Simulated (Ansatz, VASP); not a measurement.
# Two plane-wave programs on Au

```
Au
1.0
     2.85643    0.00000    0.00000
    -1.42822    2.47374    0.00000
     0.00000    0.00000   21.23677
Au
8
Cartesian
  0.0000 0.0000 1.3964
  0.0000 0.0000 12.0148
  0.0000 0.0000 9.2219
  0.0000 0.0000 19.8403
  0.0000 1.6492 3.9134
  1.4282 0.8246 14.5318
  0.0000 1.6492 6.7050
  1.4282 0.8246 17.3234
```

Alike in both runs: functional PBE; k mesh 15 × 15 × 2; occupations gaussian, width 0.1 eV; no spin polarisation.

Ansatz relaxed the structure, and its values are those at the end. VASP's run is a single point on that final structure, the one shown.

|  | VASP | Ansatz |
| --- | --- | --- |
| version | VASP 6.6.1 | Ansatz 0.2.0 |
| potentials or method | VASP PAW PBE potentials, release 64 (Au), cutoff 520 eV | scalar-relativistic, plane waves, PAW |
| valence electrons in the cell | 88 | 152 |

VASP gave:

```
gap on the k mesh at the Fermi level (eV) : none
pressure (GPa)                            : -0.2
```

Question: Which values does Ansatz return?

Answer: gap on the k mesh at the Fermi level (eV): none; pressure (GPa): 0.0.

A gap of «none» marks a metal or a gap that the smearing closes. VASP's potentials hold 88 valence electrons a cell and Ansatz's 152, so a difference there can come from the potentials and not from the codes.

Neither program's run includes spin-orbit coupling.
